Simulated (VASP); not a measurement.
## NaCl (base): single point with PBEsol

Crystal: NaCl (base).

```xyz
2
Lattice="0.0000 2.4307 2.4307 2.4307 0.0000 2.4307 2.4307 2.4307 0.0000" Properties=species:S:1:pos:R:3 pbc="T T T"
Na    0.0000    0.0000    0.0000
Cl    2.4307    2.4307    2.4307
```

```yaml
Program: VASP 6.6.1
Task: single point
Functional: PBEsol
Potentials_or_basis: VASP PAW PBE potentials, release 64 (Na_pv, Cl)
Cutoff: 500 eV
k_mesh: 8 × 8 × 8
Occupations: gaussian, width 0.02 eV
Spin: no spin polarisation
Dipole_correction: no
Further_INCAR_settings: ALGO = Normal; EDIFF = 1e-06; NBANDS = 14
```

* Pressure: 30.4 GPa
* Band gap on the k mesh: 6.92 eV, indirect (least direct gap 7.27 eV)

Levels at points of the mesh, in eV from the valence-band top:
```tsv
k point	band 5	band 6	band 7	band 8	band 9	band 10
(0.00, 0.00, 0.00)	0.00	0.00	0.00	7.27	11.03	11.03
(0.50, 0.00, 0.00)	-3.83	-0.68	-0.68	7.64	11.71	11.71
(0.50, 0.50, 0.00)	-3.27	-1.20	-1.20	6.92	8.59	14.81
```

It took 15 s on 1 thread of Intel Xeon 8259CL, on a shared host, peak memory 0.15 GiB.

Caveat: the PAW data sets were made with another functional, which shifts forces and pressure a little. A k mesh can miss the band edges.
